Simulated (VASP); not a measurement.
Set up this calculation in VASP 6.6.1, as the native input.

```
Task                   : single point
Functional             : PBE
Potentials or basis    : VASP PAW PBE potentials, release 64 (Lu)
Cutoff                 : 520 eV
k mesh                 : 14 × 14 × 14
Occupations            : fermi-dirac, width 0.1 eV
Spin                   : no spin polarisation
Dipole correction      : no
Further INCAR settings : ALGO = Normal; EDIFF = 1e-07; NBANDS = 18
```

The structure of Lu lies in POSCAR:

```
Lu
1.0
   -1.4945207504      1.4945207504      1.4945207504
    1.4945207504     -1.4945207504      1.4945207504
    1.4945207504      1.4945207504     -1.4945207504
Lu
1
Direct
    0.0000000000      0.0000000000      0.0000000000
```

This isn't the form of Lu at room conditions, which is hcp.

These files were run (other wordings do the same):

INCAR

```
PREC = Accurate
ENCUT = 520
EDIFF = 1E-7
ISMEAR = -1
SIGMA = 0.1
LREAL = F
LASPH = T
NELM = 100
ALGO = Normal
ISIF = 2
LWAVE = F
LCHARG = F
GGA = PE
NBANDS = 18
```

KPOINTS

```
Automatic mesh
0
Gamma
  14 14 14
```

Potentials or basis: VASP PAW PBE potentials, release 64 (Lu).

The run is started by

```bash
$ cat potpaw_PBE.64/Lu/POTCAR > POTCAR
$ mpirun -np 1 vasp_std > vasp.out
```

It gave:

| Property | Result |
| --- | --- |
| Pressure | 131.4 GPa |
| Band gap on the k mesh | zero (an odd number of electrons rules out a gap without spin polarisation) |

Caveat: the cell stands under pressure; spin-orbit coupling is left out, which moves the levels of the heavy elements.

It took 39 s on 1 thread of AMD EPYC 7R43 64-Core Processor (Zen 3), with other jobs on the host, peak memory 0.12 GiB.
